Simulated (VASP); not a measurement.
Zr2BiN2: relaxation of cell and atoms with PBE

The system is Zr2BiN2.

```xyz
5
Lattice="3.9359 0.0000 0.0000 0.0000 3.9359 0.0000 0.0000 0.0000 7.1935" Properties=species:S:1:pos:R:3 pbc="T T T"
Zr    1.9679    0.0000    3.5967
Zr    0.0000    1.9679    3.5967
Bi    0.0000    0.0000    0.0000
N     0.0000    0.0000    4.8113
N     0.0000    0.0000    2.3822
```

The cell was generated, and may not be a known phase.

```json
{"Program": "VASP 6.6.1", "Task": "relaxation of cell and atoms", "Functional": "PBE", "Potentials or basis": "VASP PAW PBE potentials, release 64 (Zr_sv, Bi_d, N)", "Cutoff": "600 eV", "k mesh": "10 × 10 × 6", "Occupations": "gaussian, width 0.1 eV", "Spin": "no spin polarisation", "Dipole correction": "no", "Further INCAR settings": "ALGO = Normal; EDIFF = 1e-06; IBRION = 2; EDIFFG = -0.01; NSW = 100; ISIF = 3"}
```

| Property | Result |
| --- | --- |
| Relaxed volume | 22.23 Å³/atom |
| Relaxed cell | a = 3.907 Å, b = 3.907 Å, c = 7.280 Å, α = 90.00°, β = 90.00°, γ = 90.00° |
| Space group after relaxing (to 0.1 Å) | P4/mmm (No. 123) |
| Energy gained by relaxing | 2.5 meV/atom |
| Ionic steps | 6 |
| Pressure after relaxing | 0.0 GPa |
| Largest force after relaxing | 0.006 eV/Å |
| Band gap on the k mesh | zero (an odd number of electrons rules out a gap without spin polarisation) |

Forces on the atoms (eV/Å):
```
Zr   0.000  0.000  0.000
Zr   0.000  0.000  0.000
Bi   0.000  0.000  0.000
N    0.000  0.000  0.006
N    0.000  0.000 -0.006
```

The path:
```
step  energy change (eV)  largest force (eV/Å)  pressure (GPa)  volume (Å³)
   1              0.0000                0.0326           -0.22       111.44
   2             -0.0119                0.0996            0.26       110.93
   3             -0.0119                0.0995            0.27       110.93
   4             -0.0122                0.0249           -0.31       111.49
   5             -0.0125                0.0285           -0.07       111.25
   6             -0.0126                0.0065           -0.02       111.14
```

Final structure:
```yaml
crystal:
  lattice:
    - [3.90730, 0.00000, 0.00000]
    - [0.00000, 3.90730, 0.00000]
    - [0.00000, 0.00000, 7.28006]
  atoms:
    - { symbol: Zr, position: [0.50000, 0.00000, 0.50000] }
    - { symbol: Zr, position: [0.00000, 0.50000, 0.50000] }
    - { symbol: Bi, position: [0.00000, 0.00000, 0.00000] }
    - { symbol: N, position: [0.00000, 0.00000, 0.66967] }
    - { symbol: N, position: [0.00000, 0.00000, 0.33033] }
```

Levels at points of the mesh, in eV from the Fermi level:
```tsv
k point	band 22	band 23	band 24	band 25	band 26	band 27
(0.00, 0.00, 0.00)	-2.01	-1.93	-1.93	1.37	2.18	2.18
(0.50, 0.00, 0.00)	-2.36	-1.80	-0.76	1.30	1.73	1.94
(0.50, 0.50, 0.00)	-1.79	-1.56	-1.51	-1.51	0.28	0.28
(0.00, 0.00, 0.50)	-1.71	-1.71	0.22	1.52	1.91	1.91
(0.50, 0.00, 0.50)	-1.16	-0.88	-0.17	1.30	1.57	1.72
(0.50, 0.50, 0.50)	-1.59	-0.44	-0.34	-0.34	-0.15	-0.15
```

Wall time 7.4 min on 1 thread of Intel(R) Xeon(R) 6975P-C (Granite Rapids), with other jobs on the host, peak memory 0.49 GiB.

Caveat: spin-orbit coupling is left out, which moves the levels of the heavy elements.
